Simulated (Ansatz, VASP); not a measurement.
SiMo3 in VASP and in Ansatz

```
CELL_PARAMETERS angstrom
-4.86056 4.86056 0.00000
0.00000 4.86056 -4.86056
-4.86056 0.00000 -4.86056
ATOMIC_POSITIONS crystal
Si 0.75000 0.75000 0.75000
Si 0.25000 0.25000 0.25000
Si 0.50000 0.50000 0.50000
Si 0.00000 0.00000 0.00000
Mo 0.37500 0.12500 0.62500
Mo 0.87500 0.62500 0.12500
Mo 0.62500 0.87500 0.37500
Mo 0.12500 0.37500 0.87500
Mo 0.62500 0.12500 0.87500
Mo 0.12500 0.62500 0.37500
Mo 0.37500 0.87500 0.12500
Mo 0.87500 0.37500 0.62500
Mo 0.87500 0.12500 0.37500
Mo 0.37500 0.62500 0.87500
Mo 0.12500 0.87500 0.62500
Mo 0.62500 0.37500 0.12500
```

Alike in both runs: functional PBEsol; k mesh 6 × 6 × 6; occupations gaussian, width 0.1 eV; no spin polarisation.

Ansatz relaxed the structure, and its values are those at the end. VASP's run is a single point on that final structure, the one shown.

|  | VASP | Ansatz |
| --- | --- | --- |
| version | VASP 6.6.1 | Ansatz 0.2.0 |
| potentials or method | VASP PAW PBE potentials, release 64 (Si, Mo_sv), cutoff 520 eV | scalar-relativistic, plane waves, PAW |
| valence electrons in the cell | 184 | 184 |

Ansatz gave:

```
gap on the k mesh at the Fermi level (eV) : none
pressure (GPa)                            : 0.0
```

**Question.** Which values does VASP return?

**Answer.** gap on the k mesh at the Fermi level (eV): none; pressure (GPa): 0.6.

VASP's potentials were made for PBE, not for PBEsol. A gap of «none» marks a metal or a gap that the smearing closes.
